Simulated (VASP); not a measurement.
A run of VASP 6.6.1:

File INCAR:

```
PREC = Accurate
ENCUT = 520
EDIFF = 1E-7
ISMEAR = -1
SIGMA = 0.1
LREAL = False
LASPH = True
NELM = 150
ALGO = Normal
ISIF = 2
LWAVE = False
LCHARG = True
ISPIN = 2
MAGMOM = 4 4
LORBIT = 11
LMAXMIX = 4
GGA = PS
LELF = True
LVHAR = True
NBANDS = 24
```

The input KPOINTS:

```
regular mesh
0
Gamma
  10 10 6
```

File POSCAR:

```
Mn
1.0
    2.4836460000      0.0000000000      0.0000000000
   -1.2418230000      2.1509000000      0.0000000000
    0.0000000000      0.0000000000      4.0261950000
Mn
2
Direct
    0.6666666667      0.3333333333      0.7500000000
    0.3333333333      0.6666666667      0.2500000000
```

Potentials or basis: VASP PAW PBE potentials, release 64 (Mn_pv).

Command:

```bash
$ cat potpaw_PBE.64/Mn_pv/POTCAR > POTCAR
$ mpirun -np 1 vasp_std > vasp.out
```

Hardware: 1 thread of Intel Xeon 6975P-C, on a shared host.

Q: Estimate the wall time of this run.

A: It took 29 s on 1 thread of Intel Xeon 6975P-C, with other jobs on the host, peak memory 0.16 GiB. Counts: scf iterations 14, k points 56.
